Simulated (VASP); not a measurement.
# TaSi2 (P6_422) in VASP: further runs

Runs on TaSi2. Level: PBEsol. Tasks: single point.

All numbers are computed with VASP 6.6.1; they aren't measurements. Logs are shortened: lines on timing, memory, paths and dates and some standing lists are left out, and cuts for length are marked.

## (1) The cell of the first run

Symmetry: P6_422, No. 181, hexagonal system. Conventional cell: a = 4.951 Å, b = 4.951 Å, c = 6.399 Å, α = 90.00°, β = 90.00°, γ = 120.00°. Within 3.4 Å of Ta (site symmetry 222) lie 10 Si at 2.59 to 2.93 Å and 4 Ta at 3.27 Å. Within 3.4 Å of Si (site symmetry 2) lie 9 Si at 2.53 to 3.36 Å and 5 Ta at 2.59 to 2.93 Å.

## (2) Single point, PBEsol (biaxial strain in the a-b plane: +4.0 %)

INCAR

```
SYSTEM = TaSi2
PREC = Accurate
ENCUT = 520
EDIFF = 1E-6
ISMEAR = 0
SIGMA = 0.1
LREAL = .FALSE.
LASPH = .TRUE.
NELM = 100
ALGO = Normal
ISIF = 2
LWAVE = .FALSE.
LCHARG = .TRUE.
GGA = PS
LELF = .TRUE.
LVHAR = .TRUE.
NBANDS = 38
```

KPOINTS

```
regular mesh
0
G
  12 12 6
  0 0 0
```

POSCAR

```
TaSi2
1.0
    4.9514298516      0.0000000000      0.0000000000
   -2.4757149258      4.2880640366      0.0000000000
    0.0000000000      0.0000000000      6.3987956078
Ta Si
3 6
Direct
    0.5000000000      0.0000000000      0.0000000000
    0.5000000000      0.5000000000      0.6666666667
    0.0000000000      0.5000000000      0.3333333333
    0.1585231243      0.3170462485      0.0000000000
    0.8414768757      0.1585231243      0.6666666667
    0.6829537515      0.8414768757      0.3333333333
    0.8414768757      0.6829537515      0.0000000000
    0.1585231243      0.8414768757      0.6666666667
    0.3170462485      0.1585231243      0.3333333333
```

Potentials or basis: VASP PAW PBE potentials, release 64 (Ta_pv, Si).

Command:

```bash
> cat potpaw_PBE.64/Ta_pv/POTCAR potpaw_PBE.64/Si/POTCAR > POTCAR
> mpirun -np 1 vasp_std > vasp.out
```

OUTCAR:

```text
SYSTEM = TaSi2
   PREC = Accurate
   ENCUT = 520
   EDIFF = 1E-6
   ISMEAR = 0
   LREAL = .FALSE.
   LASPH = .TRUE.
   NELM = 100
   ISIF = 2
   GGA = PS

 ion  position               nearest neighbor table
   1  0.500  0.000  0.000-   5 2.59   8 2.59   6 2.59   9 2.59   4 2.82   7 2.82   4 2.82   7 2.82
                             4 2.93   7 2.93   2 3.27   2 3.27   3 3.27   3 3.27
   2  0.500  0.500  0.667-   4 2.59   7 2.59   6 2.59   9 2.59   8 2.82   5 2.82   8 2.82   5 2.82
                             8 2.93   5 2.93   1 3.27   1 3.27   3 3.27   3 3.27
   3  0.000  0.500  0.333-   4 2.59   7 2.59   5 2.59   8 2.59   6 2.82   9 2.82   9 2.82   6 2.82
                             6 2.93   9 2.93   1 3.27   1 3.27   2 3.27   2 3.27
   4  0.159  0.317  0.000-   9 2.53   5 2.53   2 2.59   3 2.59   7 2.72   1 2.82   1 2.82   1 2.93
                             7 2.93   7 2.93
   5  0.841  0.159  0.667-   4 2.53   6 2.53   1 2.59   3 2.59   8 2.72   2 2.82   2 2.82   2 2.93
                             8 2.93   8 2.93
   6  0.683  0.841  0.333-   7 2.53   5 2.53   1 2.59   2 2.59   9 2.72   3 2.82   3 2.82   3 2.93
                             9 2.93   9 2.93
   7  0.841  0.683  0.000-   6 2.53   8 2.53   2 2.59   3 2.59   4 2.72   1 2.82   1 2.82   1 2.93
                             4 2.93   4 2.93
   8  0.159  0.841  0.667-   7 2.53   9 2.53   1 2.59   3 2.59   5 2.72   2 2.82   2 2.82   2 2.93
                             5 2.93   5 2.93
   9  0.317  0.159  0.333-   4 2.53   8 2.53   1 2.59   2 2.59   6 2.72   3 2.82   3 2.82   3 2.93
                             6 2.93   6 2.93

  LATTYP: Found a hexagonal cell.
 ALAT       =     4.9514298516
 C/A-ratio  =     1.2923126853

  Lattice vectors:

 A1 = (   4.9514298516,   0.0000000000,   0.0000000000)
 A2 = (  -2.4757149258,   4.2880640366,   0.0000000000)
 A3 = (   0.0000000000,   0.0000000000,   6.3987956078)

Analysis of symmetry for initial positions (statically):
=====================================================================
 Subroutine PRICEL returns:
 Original cell was already a primitive cell.

 Routine SETGRP: Setting up the symmetry group for a
 hexagonal supercell.

 Subroutine GETGRP returns: Found 12 space group operations
 (whereof  4 operations were pure point group operations)
 out of a pool of 24 trial point group operations.

The static configuration has the point symmetry D_2 .
 The point group associated with its full space group is D_6 .

Analysis of symmetry for dynamics (positions and initial velocities):
=====================================================================
 Subroutine PRICEL returns:
 Original cell was already a primitive cell.

 Routine SETGRP: Setting up the symmetry group for a
 hexagonal supercell.

 Subroutine GETGRP returns: Found 12 space group operations
 (whereof  4 operations were pure point group operations)
 out of a pool of 24 trial point group operations.

The dynamic configuration has the point symmetry D_2 .
 The point group associated with its full space group is D_6 .

 Subroutine INISYM returns: Found 12 space group operations
 (whereof  4 operations are pure point group operations),
 and found     1 'primitive' translations

----------------------------------------------------------------------------------------

                                     Primitive cell

  volume of cell :     135.8595

  direct lattice vectors                    reciprocal lattice vectors
     4.951429852  0.000000000  0.000000000     0.201961864  0.116602736  0.000000000
    -2.475714926  4.288064037  0.000000000     0.000000000  0.233205473  0.000000000
     0.000000000  0.000000000  6.398795608     0.000000000  0.000000000  0.156279410

  length of vectors
     4.951429852  4.951429852  6.398795608     0.233205473  0.233205473  0.156279410

  position of ions in fractional coordinates (direct lattice)
     0.500000000  0.000000000  0.000000000
     0.500000000  0.500000000  0.666666667
     0.000000000  0.500000000  0.333333333
     0.158523124  0.317046248  0.000000000
     0.841476876  0.158523124  0.666666667
     0.682953752  0.841476876  0.333333333
     0.841476876  0.682953752  0.000000000
     0.158523124  0.841476876  0.666666667
     0.317046248  0.158523124  0.333333333

  ion indices of the primitive-cell ions
   primitive index   ion index
                 1           1
                 2           2
                 3           3
                 4           4
                 5           5
                 6           6
                 7           7
                 8           8
                 9           9

----------------------------------------------------------------------------------------

 KPOINTS: regular mesh

Automatic generation of k-mesh.
 Grid dimensions read from file:
 generate k-points for:   12   12    6

 Generating k-lattice:

  Cartesian coordinates                     Fractional coordinates (reciprocal lattice)
     0.016830155  0.009716895  0.000000000     0.083333333  0.000000000  0.000000000
     0.000000000  0.019433789  0.000000000     0.000000000  0.083333333  0.000000000
     0.000000000  0.000000000  0.026046568     0.000000000  0.000000000  0.166666667

  Length of vectors
     0.019433789  0.019433789  0.026046568

  Shift w.r.t. Gamma in fractional coordinates (k-lattice)
     0.000000000  0.000000000  0.000000000

 Subroutine IBZKPT returns following result:
 ===========================================

 Found     76 irreducible k-points:

 Following reciprocal coordinates:
            Coordinates               Weight
  0.000000  0.000000  0.000000      1.000000
  0.083333  0.000000  0.000000      6.000000
  0.166667  0.000000  0.000000      6.000000
  0.250000 -0.000000  0.000000      6.000000
  0.333333  0.000000  0.000000      6.000000
  0.416667  0.000000  0.000000      6.000000
[... 16 lines left out ...]
  0.250000 -0.000000  0.166667     12.000000
  0.333333  0.000000  0.166667     12.000000
 [... further k-points ...]
   k-points           NKPTS =     76   k-points in BZ     NKDIM =     76   number of bands    NBANDS=     38
   number of dos      NEDOS =    301   number of ions     NIONS =      9
   total plane-waves  NPLWV =  76800
   dimension x,y,z NGX =    40 NGY =   40 NGZ =   48
   dimension x,y,z NGXF=    80 NGYF=   80 NGZF=   96
   ions per type =               3   6
   NGX,Y,Z   is equivalent  to a cutoff of  13.43, 13.43, 12.47 a.u.
   NGXF,Y,Z  is equivalent  to a cutoff of  26.86, 26.86, 24.94 a.u.
 SYSTEM =  TaSi2
   PREC   = accura    normal or accurate (medium, high low for compatibility)
   ISTART =      0    job   : 0-new  1-cont  2-samecut
   ICHARG =      2    charge: 1-file 2-atom 10-const
   ISPIN  =      1    spin polarized calculation?
   LNONCOLLINEAR =      F non collinear calculations
   LSORBIT =      F    spin-orbit coupling
   LASPH  =      T    aspherical Exc in radial PAW
   ENCUT  =  520.0 eV  38.22 Ry    6.18 a.u.   9.21  9.21 11.90*2*pi/ulx,y,z
   NELM   =    100;   NELMIN=  2; NELMDL= -5     # of ELM steps
   EDIFF  = 0.1E-05   stopping-criterion for ELM
   LREAL  =      F    real-space projection
   EDIFFG = 0.1E-04   stopping-criterion for IOM
   NSW    =      0    number of steps for IOM
   IBRION =     -1    ionic relax: 0-MD 1-quasi-New 2-CG
   NFREE  =      0    steps in history (QN), initial steepest desc. (CG)
   ISIF   =      2    stress and relaxation
   ISYM   =      2    0-nonsym 1-usesym 2-fastsym
   POTIM  = 0.5000    time-step for ionic-motion
   TEBEG  =    0.0;   TEEND  =   0.0 temperature during run
   PSTRESS=    0.0 pullay stress
   NELECT =      57.0000    total number of electrons
   NUPDOWN=      -1.0000    fix difference up-down
   EMIN   =  10.00;   EMAX   =-10.00  energy-range for DOS
   EFERMI =   0.00;   METHOD = LEGACY
   ISMEAR =     0;   SIGMA  =   0.10  broadening in eV -4-tet -1-fermi 0-gaus
   EFERMI_NEDOS =   21; number of points for ismear=-14 and -15
   IALGO  =     38    algorithm
   IMIX   =      4    mixing-type and parameters
     AMIX     =   0.40;   BMIX     =  1.00
     AMIX_MAG =   1.60;   BMIX_MAG =  1.00
  volume/ion in A,a.u.               =      15.10       101.87
  Fermi-wavevector in a.u.,A,eV,Ry     =   1.225565  2.315982 20.436086  1.502010
  Thomas-Fermi vector in A             =   2.360598
   LORBIT       =      0    0 simple, 1 ext, 2 COOP (PROOUT), +10 PAW based schemes
   GGA     = PS    functional components
   LHFCALC =     F    Hartree Fock is set to
   AEXX    =    0.0000 exact exchange contribution
   IVDW    =     0    specifies the selected vdW correction
   LEPSILON=     F    determine dielectric tensor
   LRPA    =     F    only Hartree local field effects (RPA)
 non-spin polarized calculation
 Gauss-broadening in eV      SIGMA  =   0.10
  energy-cutoff  :      520.00
  volume of cell :      135.86
 maximum number of plane-waves:      3696
 NGX is ok and might be reduce to    40
   NGX = 19   NGY = 19   NGZ = 23

 number of electron      56.9999998 magnetization

 Free energy of the ion-electron system (eV)
  ---------------------------------------------------
  ext. energy  EPLUGINS =         0.00000000
  ---------------------------------------------------
  free energy    TOTEN  =       -76.86411934 eV

  energy without entropy =      -76.84731041  energy(sigma->0) =      -76.85571488

 E-fermi :   8.7410     XC(G=0): -11.9506

 val. band max:        8.7376456954   @ k =   0.2500   0.1667   0.5000
 cond. band min:       8.7444226792   @ k =   0.3333   0.1667   0.3333
 fundamental gap:      0.0067769838
 Fermi energy:         8.7410454913

 k-point     1 :       0.0000    0.0000    0.0000
  band No.  band energies     occupation
      1     -25.6727      2.00000
      2     -25.6149      2.00000
      3     -25.6149      2.00000
      4     -25.6058      2.00000
      5     -25.6058      2.00000
      6     -25.5109      2.00000
[... 30 lines left out ...]
     37      12.3823      0.00000
     38      12.5883      0.00000

 k-point     2 :       0.0833    0.0000    0.0000
  band No.  band energies     occupation
      1     -25.6733      2.00000
      2     -25.6206      2.00000
      3     -25.6189      2.00000
      4     -25.6021      2.00000
      5     -25.6014      2.00000
      6     -25.5108      2.00000
[... 894 lines left out ...]
 k-point    24 :       0.3333    0.0000    0.1667
  band No.  band energies     occupation
      1     -25.6734      2.00000
      2     -25.6593      2.00000
      3     -25.6235      2.00000
      4     -25.6003      2.00000
      5     -25.5783      2.00000
      6     -25.5241      2.00000
[... 30 lines left out ...]
     37      12.3545      0.00000
     38      12.6893      0.00000

 [... further k-points ...]
[... 5 lines left out ...]
  --------------------------------------------------------------------------------------
  -------------------------------------------------------------------------------------
  Total      -11.1197672    -11.1197672      4.2714223      0.0000000      0.0000000      0.0000000
  in kB     -131.1342526   -131.1342526     50.3724365      0.0000000      0.0000000      0.0000000
  external PRESSURE =     -70.6320229 kB  Pullay stress =       0.0000000 kB

 VOLUME and BASIS-vectors are now :
 -----------------------------------------------------------------------------
  energy-cutoff  :      520.00
  volume of cell :      135.86
      direct lattice vectors                 reciprocal lattice vectors
     4.951429852  0.000000000  0.000000000     0.201961864  0.116602736  0.000000000
    -2.475714926  4.288064037  0.000000000     0.000000000  0.233205473  0.000000000
     0.000000000  0.000000000  6.398795608     0.000000000  0.000000000  0.156279410

 POSITION                                       TOTAL-FORCE (eV/Angst)
 -----------------------------------------------------------------------------------
      2.47571      0.00000      0.00000        -0.000000      0.000000      0.000000
      1.23786      2.14403      4.26586        -0.000000      0.000000     -0.000000
     -1.23786      2.14403      2.13293         0.000000      0.000000     -0.000000
      0.00000      1.35951      0.00000         0.000000     -0.058357      0.000000
      3.77406      0.67976      4.26586         0.050539     -0.029179      0.000000
      1.29834      3.60831      2.13293         0.050539      0.029179      0.000000
      2.47571      2.92855      0.00000         0.000000      0.058357      0.000000
     -1.29834      3.60831      4.26586        -0.050539      0.029179      0.000000
      1.17737      0.67976      2.13293        -0.050539     -0.029179     -0.000000
 -----------------------------------------------------------------------------------
    total drift:                               -0.000000      0.000000      0.000000

  FREE ENERGIE OF THE ION-ELECTRON SYSTEM (eV)
  ---------------------------------------------------
  free  energy   TOTEN  =       -76.8641193409 eV

  energy  without entropy=      -76.8473104129  energy(sigma->0) =      -76.85571488
```

Run time: 6 min. Hardware: 1 thread of Intel Xeon Platinum 8488C (Sapphire Rapids), shared host; peak memory 0.45 GiB.

Results:

```
Free energy            : -76.8641 eV
Pressure               : -7.1 GPa
Largest force          : 0.058 eV/Å
Band gap on the k mesh : zero (an odd number of electrons rules out a gap without spin polarisation)
```

Forces on the atoms (eV/Å):
```
Ta   0.000  0.000  0.000
Ta   0.000  0.000  0.000
Ta   0.000  0.000  0.000
Si   0.000 -0.058  0.000
Si   0.051 -0.029  0.000
Si   0.051  0.029  0.000
Si   0.000  0.058  0.000
Si  -0.051  0.029  0.000
Si  -0.051 -0.029  0.000
```

Levels at points of the mesh, in eV from the Fermi level:
| k point | band 26 | band 27 | band 28 | band 29 | band 30 | band 31 | band 32 | band 33 |
| --- | --- | --- | --- | --- | --- | --- | --- | --- |
| (0.00, 0.00, 0.00) | -2.19 | -1.90 | -1.90 | -1.60 | 0.94 | 2.49 | 2.49 | 3.06 |
| (0.50, 0.00, 0.00) | -1.11 | -0.54 | -0.24 | 0.07 | 0.85 | 1.06 | 1.32 | 2.12 |
| (0.00, 0.00, 0.50) | -2.02 | -1.98 | -1.98 | 1.48 | 1.48 | 2.61 | 2.61 | 3.15 |
| (0.50, 0.00, 0.50) | -1.79 | -1.57 | -0.68 | -0.67 | 1.28 | 1.70 | 2.21 | 2.22 |

Caveat: the cell differs from its parent crystal (biaxial strain in the a-b plane: +4.0 %); the stress differs along the axes, from -13 to 5 GPa; the PAW data sets were made with another functional, which shifts forces and pressure a little; spin-orbit coupling is left out, which moves the levels of the heavy elements; an odd number of electrons without spin polarisation forces a metal; a magnetic or distorted state may lie lower.

(Part 1 of 2 ends here.)
